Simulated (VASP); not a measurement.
# Y: single point with PBE

Y:

```
Y
1.0
     0.00000    2.33216    2.33216
     2.33216    0.00000    2.33216
     2.33216    2.33216    0.00000
Y
1
Direct
  0.00000 0.00000 0.00000
```

This isn't the form of Y at room conditions, which is hcp.

* Program: VASP 6.6.1
* Task: single point
* Functional: PBE
* Potentials or basis: VASP PAW PBE potentials, release 64 (Y_sv)
* Cutoff: 520 eV
* k mesh: 14 × 14 × 14
* Occupations: fermi-dirac, width 0.08 eV
* Spin: no spin polarisation
* Dipole correction: no
* k mesh for the DOS: 21 × 21 × 21
* Occupations for the DOS: tetrahedron
* Further INCAR settings: ALGO = Normal; EDIFF = 1e-07; NBANDS = 12

* Valence electrons inside the program's atomic spheres: Y 9.83

Levels at points of the mesh, in eV from the Fermi level:
```csv
k point,band 2,band 3,band 4,band 5,band 6,band 7,band 8,band 9
"(0.00, 0.00, 0.00)",-21.54,-21.54,-21.54,-5.00,2.06,2.06,2.06,4.76
```

Wall time 2.1 min on 1 thread of Intel Xeon 8259CL, with other jobs on the host, peak memory 0.24 GiB.
